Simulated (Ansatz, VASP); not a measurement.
**One calculation of B, two programs**

```
B
1.0
    -1.15380    1.15380    1.15380
     1.15380   -1.15380    1.15380
     1.15380    1.15380   -1.15380
B
1
Direct
  0.00000 0.00000 0.00000
```

Alike in both runs: functional PBE; k mesh 18 × 18 × 18; occupations fermi-dirac, width 0.08 eV; no spin polarisation.

Ansatz relaxed the structure, and its values are those at the end. VASP's run is a single point on that final structure, the one shown.

|  | VASP | Ansatz |
| --- | --- | --- |
| version | VASP 6.6.1 | Ansatz 0.2.0 |
| potentials or method | VASP PAW PBE potentials, release 64 (B) | PAW with Ansatz's default frozen-core files, scalar-relativistic |
| plane-wave cutoff (eV) | 520 | 420 |
| valence electrons in the cell | 3 | 3 |

Ansatz gave:

| Property | Result |
| --- | --- |
| pressure (GPa) | 0.0 |

Q: What did VASP give for the same quantities?

A: Pressure (GPa): -0.1.
